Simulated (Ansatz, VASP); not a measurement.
# BP in VASP and in Ansatz

```
B P
1.0
     0.00000    2.15542    2.15542
     2.15542    0.00000    2.15542
     2.15542    2.15542    0.00000
B P
1 1
Cartesian
  0.0000 0.0000 0.0000
  2.1554 2.1554 2.1554
```

Alike in both runs: task single point; functional PBEsol; k mesh 8 × 8 × 8; no spin polarisation.

|  | VASP | Ansatz |
| --- | --- | --- |
| version | VASP 6.6.1 | Ansatz 0.2.0 |
| potentials or method | VASP PAW PBE potentials, release 64 (B, P) | plane waves |
| plane-wave cutoff (eV) | 500 | 420 |
| occupations | methfessel-paxton of order 1, width 0.05 eV | cold, width 0.05 eV |
| valence electrons in the cell | 8 | 8 |

|  | VASP | Ansatz | Ansatz less VASP |
| --- | --- | --- | --- |
| pressure (GPa) | -3.6 | -3.8 | -0.20 |

VASP's potentials were made for PBE, not for PBEsol.
